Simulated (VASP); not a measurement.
Crystal: Ir.

```
Ir
1.0
     0.00000    1.91604    1.91604
     1.91604    0.00000    1.91604
     1.91604    1.91604    0.00000
Ir
1
Direct
  0.00000 0.00000 0.00000
```

Base run:

- Program: VASP 6.6.1
- Functional: PBEsol
- Potentials or basis: VASP PAW PBE potentials, release 64 (Ir_sv_GW)
- Cutoff: 500 eV
- k mesh: 11 × 11 × 11
- Occupations: fermi-dirac, width 0.05 eV
- Spin: no spin polarisation

Its results: pressure -3.2 GPa.

**Question.** The run is repeated on the same cell with these changes: potentials or basis from VASP PAW PBE potentials, release 64 (Ir_sv_GW) to VASP PAW PBE potentials, release 64 (Ir); cutoff from 500 eV to 520 eV; further incar settings from ALGO = Normal; EDIFF = 1e-06; NBANDS = 14 to ALGO = Normal; EDIFF = 1e-06; NBANDS = 10; valence electrons from 17 to 9. What comes out?

**Answer.** Pressure 1.0 GPa.

Caveats: the PAW data sets were made with another functional, which shifts forces and pressure a little.
